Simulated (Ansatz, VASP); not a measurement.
## One calculation of HfSi3, two programs

```xyz
4
Lattice="3.9735 0.0000 0.0000 0.0000 3.9735 0.0000 0.0000 0.0000 3.9735" Properties=species:S:1:pos:R:3 pbc="T T T"
Hf    0.0000    0.0800    0.0000
Si    0.0000    1.9868    1.9868
Si    1.9868    1.9868    0.0000
Si    1.9868    0.0000    1.9868
```

Alike in both runs: task single point; functional PBE; k mesh 8 × 8 × 8; occupations gaussian, width 0.05 eV; no spin polarisation.

```csv
,VASP,Ansatz
version,VASP 6.6.1,Ansatz 0.2.0
potentials or method,"VASP PAW PBE potentials, release 64 (Hf_pv, Si), cutoff 520 eV","scalar-relativistic, plane waves, PAW"
valence electrons in the cell,22,38
```

VASP gave:

| Quantity | Value |
| --- | --- |
| gap on the k mesh at the Fermi level (eV) | none |
| pressure (GPa) | 0.0 |
| traceless stress, the component that is largest in VASP (GPa) | 0.08 |
| rms of the force components (eV/Å) | 0.217 |

Q: What did Ansatz give for the same quantities?

A: gap on the k mesh at the Fermi level (eV): none; pressure (GPa): 0.3; traceless stress, the component that is largest in VASP (GPa): 0.07; rms of the force components (eV/Å): 0.217.

Atom by atom the forces differ by 0.001 eV/Å (rms over components). A gap of «none» marks a metal or a gap that the smearing closes. With one functional, cell and mesh, what is left measures potentials, basis and numerics. VASP's potentials hold 22 valence electrons a cell and Ansatz's 38, so a difference there can come from the potentials and not from the codes.

Neither program's run includes spin-orbit coupling.
